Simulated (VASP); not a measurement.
# HC28 (a cell with a defect) in VASP: further runs, part 2 of 2

VASP 6.6.1.

## (3) Single point, PBE

INCAR

```
PREC = Accurate
ENCUT = 520
EDIFF = 1E-6
ISMEAR = 0
SIGMA = 0.1
LREAL = F
LASPH = T
NELM = 120
ALGO = Normal
ISIF = 2
LWAVE = F
LCHARG = F
GGA = PE
NBANDS = 76
GGA_COMPAT = F
```

KPOINTS

```
Automatic mesh
0
Gamma
  4 4 4
```

POSCAR

```
HC28
1.0
   -4.9330325621     -4.2721315165      0.0000000000
    1.2332581405     -6.4081972747      0.0000000000
   -1.2332581405     -3.5601095971      8.5756696909
C H
28 1
Direct
    0.6926046472      0.9785752449      0.7072660467
    0.8364489425      0.5513775230      0.7034747393
    0.4111025189      0.8417236302      0.6961976400
    0.5557683208      0.4079997571      0.6961930922
    0.1220024398      0.6970764346      0.6962047531
    0.2654111059      0.2657115805      0.7035228988
   -0.0202639944      0.1223931792      0.7035212663
    0.3704550848      0.6565008746      0.6735419166
    0.5038135347      0.2178785649      0.7033863497
    0.0738935121      0.5048034953      0.7024384354
    0.2188515485      0.0758978599      0.7024286402
    0.7899364538      0.3598761129      0.7023832793
   -0.0681134436      0.9319507519      0.7034250639
    0.6460099097      0.7897811615      0.7033564978
    1.0657341602      0.0688956226      0.2976236366
    0.2096603402      0.6390064355      0.2966577645
    0.7817870457      0.9240439415      0.2974995647
    0.9238076408      0.4968018134      0.2965305442
    0.4852565395      0.7723279717      0.3263391783
    0.6367617584      0.3528855169      0.2976363470
    0.3518288704      0.2108610803      0.2966904151
    0.7337793191      0.7317448486      0.3036566349
    0.8759019160      0.3063808844      0.2964846002
    0.4445369707      0.5870938111      0.3038486898
    0.5902206075      0.1630775195      0.2965212154
    0.1630872957      0.4501848899      0.2927629084
    0.2998829019      0.0207399097      0.3038435590
    1.0192246675      0.8774135335      0.2964852999
    0.4282287392      0.7142907721      0.5000790789
```

Potentials or basis: VASP PAW PBE potentials, release 64 (C, H).

The run is started by

```sh
> cat potpaw_PBE.64/C/POTCAR potpaw_PBE.64/H/POTCAR > POTCAR
> mpirun -np 1 vasp_std > vasp.out
```

OUTCAR:

```text
PREC = Accurate
   ENCUT = 520
   EDIFF = 1E-6
   ISMEAR = 0
   LREAL = F
   LASPH = T
   NELM = 120
   ISIF = 2
   GGA = PE

 ion  position               nearest neighbor table
   1  0.693  0.979  0.707-  14 1.42  13 1.42   9 1.42
   2  0.836  0.551  0.703-  10 1.42  14 1.43  12 1.43
   3  0.411  0.842  0.696-  14 1.42  11 1.42   8 1.45
   4  0.556  0.408  0.696-   9 1.42  12 1.42   8 1.45
   5  0.122  0.697  0.696-  13 1.42  10 1.42   8 1.45
   6  0.265  0.266  0.704-  11 1.42   9 1.43  10 1.43
[... 20 lines left out ...]
  27  0.300  0.021  0.304-  21 1.42  15 1.42  19 1.45
  28  0.019  0.877  0.296-  17 1.42  16 1.43  15 1.43
  29  0.428  0.714  0.500-

  LATTYP: Found a trigonal (rhomboedric) cell.
 ALAT       =     9.3668253230
 COS(alpha) =     0.7573103951

  Lattice vectors:

 A1 = (   3.6997744216,   0.7120219194,   8.5756696909)
 A2 = (  -2.4665162810,   2.8480876776,   8.5756696909)
 A3 = (  -1.2332581405,  -3.5601095971,   8.5756696909)

Analysis of symmetry for initial positions (statically):
=====================================================================
 Subroutine PRICEL returns:
 Original cell was already a primitive cell.

 Routine SETGRP: Setting up the symmetry group for a
 trigonal (rhombohedral) supercell.

 Subroutine GETGRP returns: Found  1 space group operations
 (whereof  1 operations were pure point group operations)
 out of a pool of 12 trial point group operations.

The static configuration has the point symmetry C_1 .

Analysis of symmetry for dynamics (positions and initial velocities):
=====================================================================
 Subroutine PRICEL returns:
 Original cell was already a primitive cell.

 Routine SETGRP: Setting up the symmetry group for a
 trigonal (rhombohedral) supercell.

 Subroutine GETGRP returns: Found  1 space group operations
 (whereof  1 operations were pure point group operations)
[... 181 lines left out ...]
   GGA     = PE    functional components
   LHFCALC =     F    Hartree Fock is set to
   AEXX    =    0.0000 exact exchange contribution
   IVDW    =     0    specifies the selected vdW correction
   LEPSILON=     F    determine dielectric tensor
   LRPA    =     F    only Hartree local field effects (RPA)
 non-spin polarized calculation
 Gauss-broadening in eV      SIGMA  =   0.10
  energy-cutoff  :      520.00
  volume of cell :      316.27
 maximum number of plane-waves:      8542
 NGX is ok and might be reduce to    50
   NGX = 25   NGY = 25   NGZ = 35

 number of electron     112.9999998 magnetization

 Free energy of the ion-electron system (eV)
  ---------------------------------------------------
  ext. energy  EPLUGINS =         0.00000000
  ---------------------------------------------------
  free energy    TOTEN  =      -259.42342527 eV

  energy without entropy =     -259.40619731  energy(sigma->0) =     -259.41481129

 E-fermi :   3.1595     XC(G=0):  -8.6902

 val. band max:        3.1528342203   @ k =   0.5000   0.5000   0.5000
 cond. band min:       3.2676008112   @ k =   0.2500   0.0000  -0.0000
 fundamental gap:      0.1147665909
 Fermi energy:         3.1595313358

 k-point     1 :       0.0000    0.0000    0.0000
  band No.  band energies     occupation
      1     -16.7993      2.00000
      2     -16.6277      2.00000
      3     -13.6725      2.00000
      4     -13.4785      2.00000
      5     -13.4775      2.00000
      6     -13.4612      2.00000
[... 1693 lines left out ...]
     67       7.9612      0.00000
     68       8.0580      0.00000

 [... further k-points ...]

 [bands above 68 left out]

------------------------ aborting loop because EDIFF is reached ----------------------------------------

  FORCE on cell =-STRESS in cart. coord.  units (eV):
  Direction    XX          YY          ZZ          XY          YZ          ZX
  --------------------------------------------------------------------------------------
  -------------------------------------------------------------------------------------
  Total        3.5542125      3.5562373     -0.2422764      0.0030032      0.0101468      0.0147662
  in kB       18.0048404     18.0150977     -1.2273177      0.0152134      0.0514014      0.0748023
  external PRESSURE =      11.5975402 kB  Pullay stress =       0.0000000 kB

 VOLUME and BASIS-vectors are now :
 -----------------------------------------------------------------------------
  energy-cutoff  :      520.00
  volume of cell :      316.27
      direct lattice vectors                 reciprocal lattice vectors
    -4.933032562 -4.272131517  0.000000000    -0.173755767 -0.033439313 -0.038869656
     1.233258141 -6.408197275  0.000000000     0.115837178 -0.133757252 -0.038869656
    -1.233258141 -3.560109597  8.575669691     0.000000000  0.000000000  0.116608969

 POSITION                                       TOTAL-FORCE (eV/Angst)
 -----------------------------------------------------------------------------------
     -3.08205    -11.74775      6.06528         0.000067     -0.001493      0.000203
     -4.31381     -9.61120      6.03277         0.002922      0.000661      0.002676
     -1.84851     -9.62876      5.97036         0.002410      0.002233      0.005359
     -3.09704     -7.46738      5.97032         0.008459      0.000059      0.005075
     -0.60077     -7.46678      5.97042        -0.001674     -0.000220      0.011533
     -1.84922     -5.34122      6.03318         0.000648     -0.001678      0.000948
[... 21 lines left out ...]
      0.62160     -6.76029      2.54256        -0.004144     -0.009493     -0.001267
     -1.84829     -8.18710      4.28851         0.007116      0.004278      0.011674
 -----------------------------------------------------------------------------------
    total drift:                               -0.000171      0.000128     -0.000097

  FREE ENERGIE OF THE ION-ELECTRON SYSTEM (eV)
  ---------------------------------------------------
  free  energy   TOTEN  =      -259.4234252656 eV

  energy  without entropy=     -259.4061973068  energy(sigma->0) =     -259.41481129
```

stdout:

```text
POSCAR found type information on POSCAR C H
 POSCAR found :  2 types and      29 ions
 scaLAPACK will be used
 -----------------------------------------------------------------------------
|                                                                             |
|                                                                             |
|     You have a (more or less) 'large supercell' and for larger cells it     |
|     might be more efficient to use real-space projection operators.         |
|     Therefore, try LREAL= Auto in the INCAR file.                           |
|     Mind: For very accurate calculation, you might also keep the            |
|     reciprocal projection scheme (i.e. LREAL=.FALSE.).                      |
|                                                                             |
 -----------------------------------------------------------------------------

 LDA part: xc-table for (Slater+PW92), standard interpolation
 POSCAR, INCAR and KPOINTS ok, starting setup
 FFT: planning ... GRIDC
 FFT: planning ... GRID_SOFT
 FFT: planning ... GRID
 WAVECAR not read
 entering main loop
```

It took 30 min on 1 thread of Intel Xeon Platinum 8488C (Sapphire Rapids), shared host; peak memory 0.78 GiB.

What came out:

```
Free energy            : -259.4234 eV
Pressure               : 1.2 GPa
Largest force          : 0.029 eV/Å
Band gap on the k mesh : zero (an odd number of electrons rules out a gap without spin polarisation)
```

Forces in eV/Å, atoms in the order of the input:
```
C    0.000 -0.001  0.000
C    0.003  0.001  0.003
C    0.002  0.002  0.005
C    0.008  0.000  0.005
C   -0.002  0.000  0.012
C    0.001 -0.002  0.001
C   -0.004 -0.002  0.001
C   -0.014 -0.006 -0.023
C    0.000  0.004  0.001
C    0.002  0.003 -0.003
C    0.003  0.002  0.001
C   -0.003 -0.002  0.003
C    0.003  0.000 -0.004
C    0.000  0.002  0.001
C    0.007  0.009 -0.002
C    0.004  0.002 -0.001
C   -0.008  0.003  0.003
C   -0.008 -0.013  0.004
C   -0.005 -0.005  0.009
C   -0.006 -0.004 -0.003
C    0.001 -0.008 -0.003
C    0.024  0.015 -0.005
C    0.002  0.000 -0.001
C   -0.006  0.001 -0.006
C   -0.002  0.004 -0.001
C    0.005  0.009  0.000
C   -0.012 -0.006 -0.006
C   -0.004 -0.009 -0.001
H    0.007  0.004  0.012
```

Levels at points of the mesh, in eV from the Fermi level:
```csv
k point,band 53,band 54,band 55,band 56,band 57,band 58,band 59,band 60,band 61,band 62
"(0.00, 0.00, 0.00)",-3.32,-3.32,-3.31,-3.31,0.35,2.85,3.00,3.37,3.37,3.47
"(0.50, 0.00, 0.00)",-2.57,-2.16,-1.80,-1.76,-0.01,0.86,1.09,1.17,1.17,1.44
"(0.00, 0.50, 0.00)",-2.57,-2.16,-1.80,-1.75,-0.01,0.85,1.08,1.17,1.17,1.44
"(0.50, 0.50, 0.50)",-2.57,-2.16,-1.80,-1.75,-0.01,0.85,1.09,1.17,1.17,1.44
"(0.50, 0.50, 0.00)",-2.57,-2.15,-1.81,-1.75,-0.02,0.84,1.12,1.16,1.21,1.41
"(0.00, 0.50, 0.50)",-2.57,-2.15,-1.81,-1.75,-0.02,0.84,1.12,1.16,1.21,1.41
"(0.50, 0.00, 0.50)",-2.57,-2.15,-1.81,-1.76,-0.02,0.85,1.12,1.17,1.20,1.41
"(0.00, 0.00, 0.50)",-3.32,-3.32,-3.30,-3.30,0.37,2.94,3.39,3.39,3.50,3.50
```

The gap in the log of VASP goes by the Fermi energy; the results here count the filled bands.